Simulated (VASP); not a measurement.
# MoSe (Pm-3m) in VASP: notebook, part 2 of 2

VASP 6.6.1. The steps go on from the part before.

### Step 4. Single point, PBEsol, collinear spin

This run uses another cell than the first one, of 18.00 Å³/atom.

Input file INCAR:

```
SYSTEM = MoSe
PREC = Accurate
ENCUT = 520
EDIFF = 1E-6
ISMEAR = 0
SIGMA = 0.1
LREAL = .FALSE.
LASPH = .TRUE.
NELM = 150
ALGO = Normal
ISIF = 2
LWAVE = .FALSE.
LCHARG = .TRUE.
ISPIN = 2
MAGMOM = 3.5 0
LORBIT = 11
LMAXMIX = 4
GGA = PS
LELF = .TRUE.
LVHAR = .TRUE.
NBANDS = 21
```

Input file KPOINTS:

```
regular mesh
0
G
  14 14 14
  0 0 0
```

Input file POSCAR:

```
MoSe
1.0
    3.3019272277      0.0000000000      0.0000000000
    0.0000000000      3.3019272277      0.0000000000
    0.0000000000      0.0000000000      3.3019272277
Mo Se
1 1
Direct
    0.0000000000      0.0000000000      0.0000000000
    0.5000000000      0.5000000000      0.5000000000
```

Potentials or basis: VASP PAW PBE potentials, release 64 (Mo_sv, Se).

Run with:

```bash
cat potpaw_PBE.64/Mo_sv/POTCAR potpaw_PBE.64/Se/POTCAR > POTCAR
mpirun -np 1 vasp_std > vasp.out
```

OUTCAR:

```text
SYSTEM = MoSe
   PREC = Accurate
   ENCUT = 520
   EDIFF = 1E-6
   ISMEAR = 0
   LREAL = .FALSE.
   LASPH = .TRUE.
   NELM = 150
   ISIF = 2
   ISPIN = 2
   LORBIT = 11
   GGA = PS

 ion  position               nearest neighbor table
   1  0.000  0.000  0.000-   2 2.86   2 2.86   2 2.86   2 2.86   2 2.86   2 2.86   2 2.86   2 2.86

   2  0.500  0.500  0.500-   1 2.86   1 2.86   1 2.86   1 2.86   1 2.86   1 2.86   1 2.86   1 2.86

  LATTYP: Found a simple cubic cell.
 ALAT       =     3.3019272277

  Lattice vectors:

 A1 = (   3.3019272277,   0.0000000000,   0.0000000000)
 A2 = (   0.0000000000,   3.3019272277,   0.0000000000)
 A3 = (   0.0000000000,   0.0000000000,   3.3019272277)
[... 1370 lines left out ...]
 -----------------------------------------------------------------------------
  energy-cutoff  :      520.00
  volume of cell :       36.00
      direct lattice vectors                 reciprocal lattice vectors
     3.301927228  0.000000000  0.000000000     0.302853434  0.000000000  0.000000000
     0.000000000  3.301927228  0.000000000     0.000000000  0.302853434  0.000000000
     0.000000000  0.000000000  3.301927228     0.000000000  0.000000000  0.302853434

 POSITION                                       TOTAL-FORCE (eV/Angst)
 -----------------------------------------------------------------------------------
      0.00000      0.00000      0.00000         0.000000      0.000000      0.000000
      1.65096      1.65096      1.65096         0.000000      0.000000      0.000000
 -----------------------------------------------------------------------------------
    total drift:                               -0.000000      0.000000     -0.000000

  FREE ENERGIE OF THE ION-ELECTRON SYSTEM (eV)
  ---------------------------------------------------
  free  energy   TOTEN  =       -15.1457758332 eV

  energy  without entropy=      -15.1360089684  energy(sigma->0) =      -15.14089240

 total charge

# of ion       s       p       d       tot
------------------------------------------
    1        2.207   6.080   3.864  12.151
    2        1.461   2.195   0.099   3.756
--------------------------------------------------
tot          3.669   8.275   3.963  15.907

 magnetization (x)

# of ion       s       p       d       tot
------------------------------------------
    1        0.000   0.000   0.000   0.000
    2        0.000  -0.000   0.000  -0.000
--------------------------------------------------
tot          0.000  -0.000   0.000   0.000
```

OSZICAR:

```text
N       E                     dE             d eps       ncg     rms          rms(c)
DAV:   1     0.134636279028E+03    0.13464E+03   -0.98749E+03 10104   0.892E+02
DAV:   2    -0.112899595493E+02   -0.14593E+03   -0.14116E+03 11663   0.263E+02
DAV:   3    -0.149020466849E+02   -0.36121E+01   -0.35804E+01 11958   0.379E+01
DAV:   4    -0.149146778459E+02   -0.12631E-01   -0.12630E-01 11210   0.261E+00
DAV:   5    -0.149147314276E+02   -0.53582E-04   -0.53580E-04 12120   0.171E-01    0.148E+01
DAV:   6    -0.149985660571E+02   -0.83835E-01   -0.21453E+00 10910   0.916E+00    0.560E+00
DAV:   7    -0.150888409322E+02   -0.90275E-01   -0.22085E-01 11025   0.337E+00    0.308E+00
DAV:   8    -0.151074359141E+02   -0.18595E-01   -0.33709E-02 11744   0.928E-01    0.129E+00
DAV:   9    -0.151305483785E+02   -0.23112E-01   -0.26181E-02 11120   0.850E-01    0.578E-01
DAV:  10    -0.151424931890E+02   -0.11945E-01   -0.10554E-02 11300   0.559E-01    0.310E-01
DAV:  11    -0.151457341277E+02   -0.32409E-02   -0.59056E-03 11300   0.402E-01    0.508E-02
DAV:  12    -0.151457749042E+02   -0.40777E-04   -0.30080E-04 11695   0.859E-02    0.284E-02
DAV:  13    -0.151457758332E+02   -0.92896E-06   -0.46650E-06 11583   0.123E-02
   1 F= -.15145776E+02 E0= -.15140892E+02  d E =-.976686E-02  mag=    -0.0004
```

stdout:

```text
POSCAR found type information on POSCAR MoSe
 POSCAR found :  2 types and       2 ions
 scaLAPACK will be used
 -----------------------------------------------------------------------------
|                                                                             |
|                                                                             |
|     You enforced a specific xc type in the INCAR file but a different       |
|     I HOPE YOU KNOW WHAT YOU ARE DOING!                                     |
|                                                                             |
 -----------------------------------------------------------------------------

 LDA part: xc-table for (Slater+PW92), standard interpolation
 POSCAR, INCAR and KPOINTS ok, starting setup
 FFT: planning ... GRIDC
 FFT: planning ... GRID_SOFT
 FFT: planning ... GRID
 WAVECAR not read
 entering main loop
```

Run time: 69 s. Hardware: 1 thread of Intel Xeon 6975P-C (Granite Rapids), shared host; peak memory 0.27 GiB.

Results:

- Free energy: -15.1458 eV
- Pressure: -23.9 GPa
- Band gap on the k mesh: zero (filled and empty bands overlap)
- Net moment: 0.00 μB per cell
- Valence electrons inside the program's atomic spheres: Mo 12.15; Se 3.76

Levels at points of the mesh, in eV from the Fermi level:
Spin up:
```
           k point  band 6  band 7  band 8  band 9  band 10  band 11  band 12  band 13  band 14  band 15
(0.00, 0.00, 0.00)   -2.83   -2.83   -1.75   -1.75    -1.75     0.53     0.53     0.53     1.90     8.89
(0.50, 0.00, 0.00)   -7.70   -3.19   -3.19   -2.10     0.77     1.55     3.36     3.36     4.88     5.68
(0.50, 0.50, 0.00)   -5.52   -5.52   -2.63   -0.72    -0.72    -0.44    -0.03     1.80     4.07     9.57
(0.50, 0.50, 0.50)   -6.47   -6.47   -6.47    1.88     1.88     2.76     2.76     2.76     3.69     3.69
```
Spin down:
| k point | band 7 | band 8 | band 9 | band 10 | band 11 | band 12 | band 13 | band 14 |
| --- | --- | --- | --- | --- | --- | --- | --- | --- |
| (0.00, 0.00, 0.00) | -2.83 | -1.75 | -1.75 | -1.75 | 0.53 | 0.53 | 0.53 | 1.91 |
| (0.50, 0.00, 0.00) | -3.19 | -3.19 | -2.10 | 0.77 | 1.55 | 3.36 | 3.36 | 4.88 |
| (0.50, 0.50, 0.00) | -5.51 | -2.63 | -0.72 | -0.72 | -0.44 | -0.03 | 1.80 | 4.07 |
| (0.50, 0.50, 0.50) | -6.47 | -6.47 | 1.88 | 1.88 | 2.77 | 2.77 | 2.77 | 3.69 |

Caveat: the cell stands under tension; the PAW data sets were made with another functional, which shifts forces and pressure a little.

### Step 5. Single point, PBEsol, collinear spin

This run uses another cell than the first one, of 19.50 Å³/atom.

Input file INCAR:

```
PREC = Accurate
ENCUT = 520
EDIFF = 1E-7
ISMEAR = 0
SIGMA = 0.1
LREAL = F
LASPH = T
NELM = 150
ALGO = Normal
ISIF = 2
LWAVE = F
LCHARG = F
ISPIN = 2
MAGMOM = 3.5 0
LORBIT = 11
LMAXMIX = 4
GGA = PS
NBANDS = 21
```

Input file KPOINTS:

```
Automatic mesh
0
Gamma
  14 14 14
```

Input file POSCAR:

```
MoSe
1.0
    3.3912114212      0.0000000000      0.0000000000
    0.0000000000      3.3912114212      0.0000000000
    0.0000000000      0.0000000000      3.3912114212
Mo Se
1 1
Direct
    0.0000000000      0.0000000000      0.0000000000
    0.5000000000      0.5000000000      0.5000000000
```

Run with:

```bash
cat potpaw_PBE.64/Mo_sv/POTCAR potpaw_PBE.64/Se/POTCAR > POTCAR
mpirun -np 1 vasp_std > vasp.out
```

It took 92 s on 1 thread of Intel Xeon 6975P-C (Granite Rapids), shared host; peak memory 0.28 GiB.

Results (log left out):

```
Free energy                                           : -14.6397 eV
Pressure                                              : -24.9 GPa
Net moment                                            : 1.29 μB per cell
Site moments                                          : Mo +1.16; Se -0.05 μB
Valence electrons inside the program's atomic spheres : Mo 12.06; Se 3.72
```

Levels at points of the mesh, in eV from the Fermi level:
Spin up:
```tsv
k point	band 9	band 10	band 11	band 12	band 13	band 14
(0.00, 0.00, 0.00)	-1.80	-1.80	-0.11	-0.11	-0.11	1.00
(0.50, 0.00, 0.00)	-2.21	0.08	0.98	2.59	2.59	4.20
(0.50, 0.50, 0.00)	-1.15	-1.15	-0.66	-0.57	1.18	3.30
(0.50, 0.50, 0.50)	1.25	1.25	2.47	2.47	2.47	2.81
```
Spin down:
| k point | band 6 | band 7 | band 8 | band 9 | band 10 | band 11 | band 12 | band 13 |
| --- | --- | --- | --- | --- | --- | --- | --- | --- |
| (0.00, 0.00, 0.00) | -2.33 | -2.33 | -1.77 | -1.77 | -1.77 | 0.94 | 0.94 | 0.94 |
| (0.50, 0.00, 0.00) | -7.14 | -2.81 | -2.81 | -1.67 | 1.15 | 1.55 | 3.16 | 3.16 |
| (0.50, 0.50, 0.00) | -5.19 | -5.19 | -2.20 | -0.59 | -0.19 | -0.19 | 0.20 | 1.82 |
| (0.50, 0.50, 0.50) | -5.86 | -5.86 | -5.86 | 1.89 | 1.89 | 2.79 | 2.79 | 2.79 |

Caveat: the cell stands under tension; the PAW data sets were made with another functional, which shifts forces and pressure a little.

### Step 6. The runs side by side

| cell | gap on the mesh (eV) | pressure (GPa) | moment (μB) |
| --- | --- | --- | --- |
| a = 3.168 Å, 2 atoms | none | -10.0 | 0.00 |
| a = 3.227 Å, 2 atoms | none | -17.4 | 0.00 |
| a = 3.302 Å, 2 atoms | none | -23.9 | 0.00 |
| a = 3.391 Å, 2 atoms | none | -24.9 | 1.29 |

Alike in all rows: task single point; level PBEsol; potentials or basis VASP PAW PBE potentials, release 64 (Mo_sv, Se); spin collinear; k mesh 14 × 14 × 14; cutoff (eV) 520; smearing gaussian 0.1 eV.

Caveats: the cell stands under tension; the PAW data sets were made with another functional, which shifts forces and pressure a little.

Total energies depend on the potentials used, so only differences within one code and one set of settings carry meaning.
